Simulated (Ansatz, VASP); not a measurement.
# One calculation of Ba, two programs

```
CELL_PARAMETERS angstrom
4.07163 0.00000 0.00000
0.00000 4.07163 0.00000
0.00000 0.00000 4.07163
ATOMIC_POSITIONS crystal
Ba 0.00000 0.00000 0.00000
```

Alike in both runs: task relaxation of cell and atoms; functional LDA; k mesh 8 × 8 × 8; occupations fermi-dirac, width 0.1 eV; no spin polarisation.

```csv
,VASP,Ansatz
version,VASP 6.6.1,Ansatz 0.2.0
potentials or method,"VASP PAW LDA potentials, release 64 (Ba_sv), cutoff 600 eV","plane waves (420 eV) with PAW, scalar-relativistic"
valence electrons in the cell,10,10
```

|  | VASP | Ansatz | Ansatz less VASP |
| --- | --- | --- | --- |
| relaxed volume (Å³/atom) | 52.05 | 50.71 | -1.344 |
| relaxed cell length with the largest relative difference (Å) | 3.734 | 3.701 | -0.0324 |

Ansatz warns that its potentials were made for another functional, while VASP's fit it. LDA's correlation is that of Perdew and Zunger in VASP and of Perdew and Wang (1992) in Ansatz.

Spin-orbit coupling is off throughout. Noted on VASP's run: the volume moved by over 15 % at a fixed basis, so the end points are rough.
